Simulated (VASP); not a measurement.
A run of VASP 6.6.1:

POSCAR

```
MoS
1.0
    0.0000000000      2.5528151811      2.5528151810
    5.0390036680      2.5528151811      2.5528151810
    5.0390036680      5.1056303621     -0.0000000001
Mo S
2 2
Direct
    0.5000000000      0.5000000000      0.0000000000
    0.5000000000      0.5000000000      0.5000000000
    0.0000000000      0.0000000000      0.0000000000
    0.0000000000      0.0000000000      0.5000000000
```

The input INCAR.step1:

```
PREC = Accurate
ENCUT = 520
ISMEAR = 0
SIGMA = 0.05
LREAL = False
LASPH = True
NELM = 150
ISPIN = 2
MAGMOM = 2.2 -2.2 0 0
LMAXMIX = 4
NBANDS = 32
GGA = PE
ALGO = Normal
EDIFF = 1E-4
LWAVE = True
LCHARG = False
```

File INCAR.step2:

```
PREC = Accurate
ENCUT = 520
EDIFF = 1E-7
ISMEAR = 0
SIGMA = 0.05
LREAL = False
LASPH = True
NELM = 150
ALGO = Normal
ISIF = 2
LWAVE = False
LCHARG = True
ISPIN = 2
MAGMOM = 2.2 -2.2 0 0
LORBIT = 11
LMAXMIX = 4
METAGGA = R2SCAN
LMIXTAU = True
LELF = True
LVHAR = True
NBANDS = 32
ISTART = 1
```

File KPOINTS:

```
regular mesh
0
Gamma
  12 12 6
```

Potentials or basis: VASP PAW PBE potentials, release 64 (Mo_sv, S).

Command:

```sh
$ cat potpaw_PBE.64/Mo_sv/POTCAR potpaw_PBE.64/S/POTCAR > POTCAR
$ cp INCAR.step1 INCAR
$ mpirun -np 1 vasp_std > vasp.out
$ cp INCAR.step2 INCAR
$ mpirun -np 1 vasp_std > vasp.out
```

Hardware: 1 thread of Oxide Virtual Turin-like Processor, on a shared host.

Question: How long does it take, and how much memory?

Answer: It took 73 min on 1 thread of Oxide Virtual Turin-like Processor, with other jobs on the host, peak memory 0.5 GiB. Counts: k points 100.
